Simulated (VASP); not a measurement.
C, 12 atoms in the cell. It takes space group P6_3/mmc (No. 194, hexagonal). Conventional cell: a = 2.537 Å, b = 2.537 Å, c = 12.514 Å, α = 90.00°, β = 90.00°, γ = 120.00°. Within 2.1 Å of C (site symmetry 3m) lie 4 C at 1.56 to 1.58 Å. Within 2.1 Å of C (site symmetry 3m) lie 4 C at 1.55 to 1.56 Å. C (site symmetry 3m) has 4 C at 1.56 Å within 2.1 Å. 

```yaml
Program: VASP 6.6.1
Task: relaxation of shape and atoms at fixed volume
Functional: r2SCAN
Potentials_or_basis: VASP PAW PBE potentials, release 64 (C)
Cutoff: 600 eV
k_mesh: 12 × 12 × 2
Occupations: gaussian, width 0.02 eV
Spin: no spin polarisation
Dipole_correction: no
Further_INCAR_settings: ALGO = Normal; EDIFF = 1e-07; IBRION = 2; EDIFFG = -0.01; NSW = 50; ISIF = 4
```

Potentials or basis: VASP PAW PBE potentials, release 64 (C).

Run with:

```bash
$ cat potpaw_PBE.64/C/POTCAR > POTCAR
$ cp INCAR.step1 INCAR
$ mpirun -np 1 vasp_std > vasp.out
$ cp INCAR.step2 INCAR
$ mpirun -np 1 vasp_std > vasp.out
```

Hardware: 1 thread of Intel(R) Xeon(R) Platinum 8259CL CPU @ 2.50GHz (Skylake/Cascade Lake), with other jobs on the host.

Question: How long does it take, and how much memory?

Answer: Run time: 12 min on 1 thread of Intel(R) Xeon(R) Platinum 8259CL CPU @ 2.50GHz (Skylake/Cascade Lake), on a shared host, peak memory 0.23 GiB. Counts: k points 38, ion steps 3.
